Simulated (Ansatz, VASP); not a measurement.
# Two plane-wave programs on Cs

File INCAR:

```
PREC = Accurate
ENCUT = 520
EDIFF = 1E-8
ISMEAR = -1
SIGMA = 0.08
LREAL = False
LASPH = True
NELM = 60
ALGO = Normal
ISIF = 2
LWAVE = False
LCHARG = False
GGA = CA
LEFG = True
NBANDS = 10
```

File KPOINTS:

```
regular mesh
0
Gamma
  8 8 8
```

POSCAR

```
Cs
1.0
    0.0000000000      3.9483357400      3.9483357400
    3.9483357400      0.0000000000      3.9483357400
    3.9483357400      3.9483357400      0.0000000000
Cs
1
Direct
    0.0000000000      0.0000000000      0.0000000000
```

Input for Ansatz:

```yaml
crystal:
  lattice:
    - [0.0, 3.94833574, 3.94833574]
    - [3.94833574, 0.0, 3.94833574]
    - [3.94833574, 3.94833574, 0.0]
  atoms:
    - { symbol: Cs, position: [0.0, 0.0, 0.0] }
kpoints:
  mp_grid: { grid: [8, 8, 8] }
  band_path:
    path:
      - [0.0, 0.0, 0.0]
      - [0.5, 0.0, 0.5]
      - [0.625, 0.25, 0.625]
      - [0.375, 0.375, 0.75]
      - [0.0, 0.0, 0.0]
      - [0.5, 0.5, 0.5]
      - [0.5, 0.25, 0.75]
      - [0.5, 0.0, 0.5]
    npoints: 8
scf:
  occupations: { method: fermi_dirac, width: 0.08 }
hamiltonian:
  xc: lda
  pseudopotentials: { kind: paw }
output:
  forces: true
  stress: true
  eigenvalues: true
  efg: { contact_densities: true }
  populations: true
  bader: true
  dos: { projected: true, de: 0.2, e_range: [-14, 8] }
```

Alike in both runs: task electric field gradients; functional LDA; k mesh 8 × 8 × 8; occupations fermi-dirac, width 0.08 eV; no spin polarisation.

```csv
,VASP,Ansatz
version,VASP 6.6.1,Ansatz 0.2.0
potentials or method,"VASP PAW LDA potentials, release 64 (Cs_sv)","PAW with Ansatz's default frozen-core files, scalar-relativistic"
plane-wave cutoff (eV),520,420
valence electrons in the cell,9,9
```

```csv
,VASP,Ansatz,Ansatz less VASP
pressure (GPa),-0.4,-0.4,+0.01
```

LDA's correlation is that of Perdew and Zunger in VASP and of Perdew and Wang (1992) in Ansatz.

Spin-orbit coupling is off throughout.
